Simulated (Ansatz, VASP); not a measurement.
## One calculation of Pt, two programs

File INCAR:

```
PREC = Accurate ; ENCUT = 520
EDIFF = 1E-6 ; ISMEAR = 0
SIGMA = 0.15 ; LREAL = F
LASPH = T ; NELM = 100
ALGO = Fast ; ISIF = 2
LWAVE = F ; LCHARG = F
GGA = PE ; NBANDS = 17
```

KPOINTS

```
Automatic mesh
0
Gamma
  18 18 10
```

File POSCAR:

```
Pt
1.0
    2.3447586725      0.0000000000      0.0000000000
   -1.1723793363      2.7473101912      0.0000000000
    0.0000000000      0.0000000000      4.7813829983
Pt
2
Direct
    0.6666666667      0.3333333333      0.7500000000
    0.3333333333      0.6666666667      0.2500000000
```

Input for Ansatz:

```yaml
crystal:
  lattice:
    - [2.3447586725, 0.0, 0.0]
    - [-1.1723793363, 2.7473101912, 0.0]
    - [0.0, 0.0, 4.7813829983]
  atoms:
    - { symbol: Pt, position: [0.6666666667, 0.3333333333, 0.75] }
    - { symbol: Pt, position: [0.3333333333, 0.6666666667, 0.25] }
basis:
  ecutwfc: 420
kpoints:
  mp_grid: { grid: [18, 18, 10] }
hamiltonian:
  xc: pbe
scf:
  occupations: { method: gaussian, width: 0.15 }
output:
  forces: true
  stress: true
  eigenvalues: true
```

Change from the starting cell: normal strain along x -0.1500, normal strain along y +0.1500.

Alike in both runs: task single point; functional PBE; k mesh 18 × 18 × 10; occupations gaussian, width 0.15 eV; no spin polarisation.

|  | VASP | Ansatz |
| --- | --- | --- |
| version | VASP 6.6.1 | Ansatz 0.2.0 |
| potentials or method | VASP PAW PBE potentials, release 64 (Pt), cutoff 520 eV | scalar-relativistic, plane waves, PAW |
| valence electrons in the cell | 20 | 36 |

|  | VASP | Ansatz | Ansatz less VASP |
| --- | --- | --- | --- |
| gap on the k mesh at the Fermi level (eV) | none | none | - |
| pressure (GPa) | 32.6 | 33.4 | +0.86 |
| traceless stress, the component that is largest in VASP (GPa) | 74.02 | 75.10 | +1.075 |
| rms of the force components (eV/Å) | 0.117 | 0.117 | +0.0006 |

Atom by atom the forces differ by 0.001 eV/Å (rms over components). A gap of «none» marks a metal or a gap that the smearing closes. Both programs put the cell under a high pressure, so it lies far from rest at this level. With one functional, cell and mesh, what is left measures potentials, basis and numerics. VASP's potentials hold 20 valence electrons a cell and Ansatz's 36, so a difference there can come from the potentials and not from the codes.

Spin-orbit coupling is off throughout.
